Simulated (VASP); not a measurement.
AgCl, 2 atoms in the cell. It takes space group Fm-3m (No. 225, cubic). The conventional cell has a = 5.546 Å, b = 5.546 Å, c = 5.546 Å, α = 90.00°, β = 90.00°, γ = 90.00°. Within 3.7 Å of Ag (site symmetry m-3m) lie 6 Cl at 2.77 Å. Cl (site symmetry m-3m) has 6 Ag at 2.77 Å within 3.7 Å. 

| Property | Result |
| --- | --- |
| Program | VASP 6.6.1 |
| Task | single point |
| Functional | PBEsol |
| Potentials or basis | VASP PAW PBE potentials, release 64 (Ag, Cl) |
| Cutoff | 520 eV |
| k mesh | 9 × 9 × 9 |
| Occupations | fermi-dirac, width 0.01 eV |
| Spin | no spin polarisation |
| Dipole correction | no |
| Further INCAR settings | ALGO = Normal; EDIFF = 1e-07; NBANDS = 16 |

Potentials or basis: VASP PAW PBE potentials, release 64 (Ag, Cl).

The run is started by

```console
$ cat potpaw_PBE.64/Ag/POTCAR potpaw_PBE.64/Cl/POTCAR > POTCAR
$ mpirun -np 1 vasp_std > vasp.out
```

Hardware: 1 thread of Intel(R) Xeon(R) 6975P-C (Granite Rapids) (shared host).

Estimate the wall time of this run.

It took 10 s on 1 thread of Intel(R) Xeon(R) 6975P-C (Granite Rapids), with other jobs on the host, peak memory 0.17 GiB. Counts: scf iterations 12, k points 35.
